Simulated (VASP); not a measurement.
Here is a VASP 6.6.1 calculation.

Contents of INCAR:

```
SYSTEM = BN
ALGO     = Normal         ! electronic algorithm
EDIFF    = 1E-7           ! SCF threshold, eV
EDIFFG   = -0.001         ! ionic threshold
ENCUT    = 600            ! plane-wave cutoff, eV
GGA      = CA             ! functional
GGA_COMPAT= .FALSE.      
IBRION   = 2              ! ionic algorithm
ISIF     = 3              ! what is computed and relaxed
ISMEAR   = 0              ! smearing method
LASPH    = .TRUE.         ! aspherical terms in the spheres
LCHARG   = .FALSE.        ! write CHGCAR
LREAL    = .FALSE.        ! projectors in reciprocal space
LWAVE    = .FALSE.        ! write WAVECAR
NELM     = 120            ! most SCF steps
NELMIN   = 4            
NSW      = 80             ! ionic steps
PREC     = Accurate       ! precision mode
PSTRESS  = 20.0         
SIGMA    = 0.01           ! smearing width, eV
```

The input KPOINTS:

```
k-points
0
G
  12 12 12
  0 0 0
```

Contents of POSCAR:

```
BN
1.0
    0.0000000000      1.7902744185      1.7902744185
    1.7902744185      0.0000000000      1.7902744185
    1.7902744185      1.7902744185      0.0000000000
B N
1 1
Direct
    0.0000000000      0.0000000000      0.0000000000
    0.7500000000      0.7500000000      0.7500000000
```

Potentials or basis: VASP PAW LDA potentials, release 64 (B, N).

The run is started by

```sh
$ cat potpaw_LDA.64/B/POTCAR potpaw_LDA.64/N/POTCAR > POTCAR
$ mpirun -np 1 vasp_std > vasp.out
```

**Question.** Predict the relaxed volume.

**Answer.** 5.72 Å³/atom.

**Question.** What does it give for the relaxed cell?

**Answer.** a = 2.529 Å, b = 2.529 Å, c = 2.529 Å, α = 60.00°, β = 60.00°, γ = 60.00°.

**Question.** Estimate the space group after relaxing (to 0.05 Å).

**Answer.** F-43m (No. 216).

**Question.** What does it give for the band gap on the k mesh?

**Answer.** 4.38 eV, indirect (least direct gap 8.83 eV).

Step by step:
```
step  energy change (eV)  largest force (eV/Å)  pressure (GPa)  volume (Å³)
   1              0.0000                0.0000            0.73        11.48
   2              0.0010                0.0000            3.42        11.40
   3              0.0003                0.0000            2.00        11.44
```

Caveat: the cell is relaxed towards a set pressure, so the enthalpy falls and the energy may rise. A k mesh can miss the band edges.
